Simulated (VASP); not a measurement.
**Li2B: relaxation of cell and atoms with PBE**

The system is Li2B, a slab with vacuum.

```
Li B
1.0
     2.05955    0.00000    0.00000
    -1.02978    1.78362    0.00000
     0.00000    0.00000   10.96604
Li B
2 1
Cartesian
  1.0298 0.5945 9.9572
  1.0298 0.5945 1.0089
  0.0000 1.1891 0.0000
```

```yaml
Program: VASP 6.6.1
Task: relaxation of cell and atoms
Functional: PBE
Potentials_or_basis: VASP PAW PBE potentials, release 64 (Li_sv, B)
Cutoff: 600 eV
k_mesh: 12 × 12 × 2
Occupations: gaussian, width 0.1 eV
Spin: no spin polarisation
Dipole_correction: no
Further_INCAR_settings: ALGO = Normal; EDIFF = 1e-06; IBRION = 2; EDIFFG = -0.04; NSW = 90; ISIF = 3
```

```
Relaxed volume                         : 10.71 Å³/atom
Relaxed cell                           : a = 2.430 Å, b = 2.430 Å, c = 6.285 Å, α = 90.00°, β = 90.00°, γ = 120.00°
Space group after relaxing (to 0.05 Å) : P-6m2 (No. 187)
Energy gained by relaxing              : 3109.3 meV/atom
Ionic steps                            : 37
Largest force after relaxing           : 0.022 eV/Å
```

Forces on the atoms (eV/Å):
```
Li   0.000  0.000  0.022
Li   0.000  0.000 -0.022
B    0.000  0.000  0.000
```

The path:
| step | energy change (eV) | largest force (eV/Å) | pressure (GPa) | volume (Å³) |
| --- | --- | --- | --- | --- |
| 1 | 0.0000 | 12.0020 | 79.46 | 40.28 |
| 2 | -7.5784 | 0.9130 | -6.73 | 92.75 |
| 3 | -8.5734 | 0.1191 | -0.71 | 69.78 |
| 4 | -8.5780 | 0.0585 | -0.28 | 69.08 |
| 5 | -8.5797 | 0.0190 | 0.26 | 68.26 |
| 6 | -8.6101 | 0.0715 | 0.31 | 68.64 |
| 7 | -8.6472 | 0.3058 | 0.28 | 69.56 |
| 8 | -8.6482 | 0.2524 | 0.30 | 69.44 |
| 9 | -8.6554 | 0.1573 | -0.30 | 70.14 |
| 10 | -8.6572 | 0.0834 | -0.77 | 70.71 |
| 11 | -8.6631 | 0.0705 | -0.70 | 70.07 |
| 12 | -8.6775 | 0.0472 | -0.52 | 68.18 |
| 13 | -8.6959 | 0.0151 | -0.09 | 64.44 |
| 14 | -8.7094 | 0.0574 | 0.88 | 57.15 |
| 15 | -8.7177 | 0.0189 | 0.11 | 57.08 |
| 16 | -8.7206 | 0.0911 | -0.65 | 56.98 |
| 17 | -8.7280 | 0.0579 | -0.83 | 56.09 |
| 18 | -8.7458 | 0.1378 | -1.24 | 53.19 |
| 19 | -8.7551 | 0.7792 | -0.66 | 46.36 |
| 20 | -6.5705 | 1.9408 | 19.04 | 28.30 |
| 21 | -7.4164 | 3.2674 | 13.18 | 45.48 |
| 22 | -6.9062 | 4.0375 | 16.87 | 37.57 |
| 23 | -6.4353 | 4.5499 | 20.81 | 33.11 |
| 24 | -6.0740 | 4.6899 | 24.32 | 30.55 |
| 25 | -5.8787 | 4.6606 | 26.33 | 29.34 |
| 26 | -6.2804 | 3.9918 | 21.46 | 30.14 |
| 27 | -7.1850 | 2.2376 | 9.36 | 32.59 |
| 28 | -7.8304 | 0.3363 | -4.72 | 37.80 |
| 29 | -7.8314 | 0.4775 | -5.41 | 38.22 |
| 30 | -8.0772 | 0.4302 | -5.67 | 37.96 |
| 31 | -8.7032 | 0.3810 | -5.31 | 36.85 |
| 32 | -9.2937 | 0.3992 | -2.74 | 33.34 |
| 33 | -9.3154 | 0.2455 | -1.14 | 32.50 |
| 34 | -9.3217 | 0.0947 | 0.51 | 31.76 |
| 35 | -9.3253 | 0.0649 | 0.46 | 31.83 |
| 36 | -9.3273 | 0.0292 | 0.42 | 31.94 |
| 37 | -9.3279 | 0.0225 | 0.16 | 32.14 |

Final structure:
```
Li B
1.0
     2.42985    0.00000    0.00000
    -1.21493    2.10431    0.00000
     0.00000    0.00000    6.28481
Li B
2 1
Direct
  0.66667 0.33333 0.70905
  0.66667 0.33333 0.29095
  0.33333 0.66667 0.00000
```

Levels at points of the mesh, in eV from the Fermi level:
| k point | band 1 | band 2 | band 3 | band 4 | band 5 | band 6 | band 7 | band 8 |
| --- | --- | --- | --- | --- | --- | --- | --- | --- |
| (0.00, 0.00, 0.00) | -45.52 | -45.50 | -10.17 | -3.65 | -2.68 | 5.88 | 7.73 | 9.73 |
| (0.50, 0.00, 0.00) | -45.38 | -45.36 | -3.80 | -3.30 | 0.21 | 2.75 | 5.73 | 5.83 |
| (0.00, 0.00, 0.50) | -45.52 | -45.50 | -10.17 | -4.04 | -1.94 | 3.76 | 9.73 | 9.73 |
| (0.50, 0.00, 0.50) | -45.38 | -45.36 | -3.76 | -3.25 | -0.42 | 4.23 | 5.67 | 5.82 |

Wall time 3.5 min on 1 thread of Intel(R) Xeon(R) Platinum 8375C CPU @ 2.90GHz (Ice Lake), on a shared host, peak memory 0.16 GiB.

Caveat: the cutoff is under 1.25 times the usual one of these potentials, so pressure, stress and relaxed cells hold a basis-set (Pulay) error; the volume moved by over 15 % at a fixed basis, so the end points are rough.
